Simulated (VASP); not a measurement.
CdS, 2 atoms in the cell. It takes space group R3m (No. 160, trigonal). The conventional cell has a = 4.323 Å, b = 4.323 Å, c = 9.823 Å, α = 90.00°, β = 90.00°, γ = 120.00°. Cd (site symmetry 3m) has 4 S at 2.56 to 2.60 Å within 3.4 Å. Within 3.4 Å of S (site symmetry 3m) lie 4 Cd at 2.56 to 2.60 Å.  This cell differs from its parent crystal: epitaxial 111 strain +4.0%.

* Program: VASP 6.6.1
* Task: single point
* Functional: PBE
* Potentials or basis: VASP PAW PBE potentials, release 64 (Cd, S)
* Cutoff: 520 eV
* k mesh: 8 × 8 × 8
* Occupations: fermi-dirac, width 0.02 eV
* Spin: no spin polarisation
* Dipole correction: no
* Further INCAR settings: ALGO = Normal; EDIFF = 1e-06; NBANDS = 16

Potentials or basis: VASP PAW PBE potentials, release 64 (Cd, S).

Launch:

```bash
$ cat potpaw_PBE.64/Cd/POTCAR potpaw_PBE.64/S/POTCAR > POTCAR
$ mpirun -np 1 vasp_std > vasp.out
```

Hardware: 1 thread of Intel(R) Xeon(R) Platinum 8559C (Emerald Rapids) (shared host).

Problem. How long does it take, and how much memory?

Solution. Run time: 19 s on 1 thread of Intel(R) Xeon(R) Platinum 8559C (Emerald Rapids), with other jobs on the host, peak memory 0.21 GiB. Counts: scf iterations 14, k points 65.
